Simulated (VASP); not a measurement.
The system is TiO2.

```
CELL_PARAMETERS angstrom
-0.00799 2.38884 2.38884
2.38884 -0.00799 2.38884
2.38884 2.38884 -0.00799
ATOMIC_POSITIONS crystal
Ti 0.00000 0.00000 0.00000
O 0.25020 0.25020 0.25020
O 0.74980 0.74980 0.74980
```

This cell differs from its parent crystal: strain along [111] -0.5%.

Base run:

- Program: VASP 6.6.1
- Functional: PBE
- Potentials or basis: VASP PAW PBE potentials, release 64 (Ti_sv, O)
- Cutoff: 520 eV
- k mesh: 10 × 10 × 10
- Occupations: fermi-dirac, width 0.02 eV
- Spin: no spin polarisation

Its results: band gap on the k mesh 1.13 eV (least direct gap 1.85 eV); pressure 8.2 GPa.

Question: The run is repeated on the same cell with these changes: functional from PBE to r2SCAN; occupations from fermi-dirac, width 0.02 eV to gaussian, width 0.01 eV. What comes out?

Answer: Band gap on the k mesh 1.55 eV (least direct gap 2.25 eV); pressure 3.0 GPa.

Caveats: the cell stands under pressure (at least some runs); the PAW data sets were made with another functional, which shifts forces and pressure a little (at least some runs).

A k mesh can miss the band edges.
